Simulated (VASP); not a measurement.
The system is Mg.

```
Mg
1.0
     3.20930    0.00000    0.00000
    -1.60465    2.77934    0.00000
     0.00000    0.00000    5.21030
Mg
2
Direct
  0.66667 0.33333 0.75000
  0.33333 0.66667 0.25000
```

```yaml
Program: VASP 6.6.1
Task: relaxation of cell and atoms
Functional: revPBE
Potentials_or_basis: VASP PAW PBE potentials, release 64 (Mg)
Cutoff: 600 eV
k_mesh: 10 × 10 × 5
Occupations: fermi-dirac, width 0.05 eV
Spin: no spin polarisation
```

At the start: pressure 0.4 GPa; volume 23.24 Å³/atom.

Q: Where does the relaxation end?

A: Over 7 steps the energy falls by 2.6 meV/atom and the volume is 23.52 Å³/atom (+1.2 %); space group P6_3/mmc (No. 194, to 0.05 Å).

The path:
| step | energy change (eV) | largest force (eV/Å) | pressure (GPa) | volume (Å³) |
| --- | --- | --- | --- | --- |
| 1 | 0.0000 | 0.0000 | 0.37 | 46.47 |
| 2 | -0.0022 | 0.0000 | 0.11 | 46.84 |
| 3 | -0.0035 | 0.0000 | -0.63 | 47.92 |
| 4 | -0.0042 | 0.0000 | -0.33 | 47.46 |
| 5 | -0.0052 | 0.0000 | -0.15 | 47.23 |
| 6 | -0.0052 | 0.0000 | -0.16 | 47.24 |
| 7 | -0.0053 | 0.0000 | -0.02 | 47.04 |

Final structure:
```
Mg
1.0
     3.19071    0.00000    0.00000
    -1.59536    2.76324    0.00000
     0.00000    0.00000    5.33492
Mg
2
Direct
  0.66667 0.33333 0.75000
  0.33333 0.66667 0.25000
```

Caveat: the PAW data sets were made with another functional, which shifts forces and pressure a little.
